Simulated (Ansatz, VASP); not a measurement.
One calculation of Co, two programs

```
Co
1.0
     8.08381    0.00000    0.00000
     0.00000    8.38321    0.00000
     0.00000    0.00000    9.58081
Co
2
Direct
  0.50310 0.50170 0.37580
  0.50310 0.50170 0.62880
```

Alike in both runs: task single point; functional PBE; k mesh 1 × 1 × 1; collinear spin.

|  | VASP | Ansatz |
| --- | --- | --- |
| version | VASP 6.6.1 | Ansatz development build ahead of 0.2.0 |
| potentials or method | VASP PAW PBE potentials, release 64 (Co) | norm-conserving potentials, plane waves, scalar-relativistic |
| plane-wave cutoff (eV) | 520 | 1306 |
| occupations | fermi-dirac, width 0.1 eV | fermi-dirac |

|  | VASP | Ansatz | Ansatz less VASP |
| --- | --- | --- | --- |
| net moment per atom (μB) | 0.00 | 0.00 | 0.000 |
| size of the moment on the site where the two differ most (μB) | 1.94 | 1.89 | -0.053 |

Site moments also hang on the region over which each program counts them. Ansatz's warnings: reached outside group.
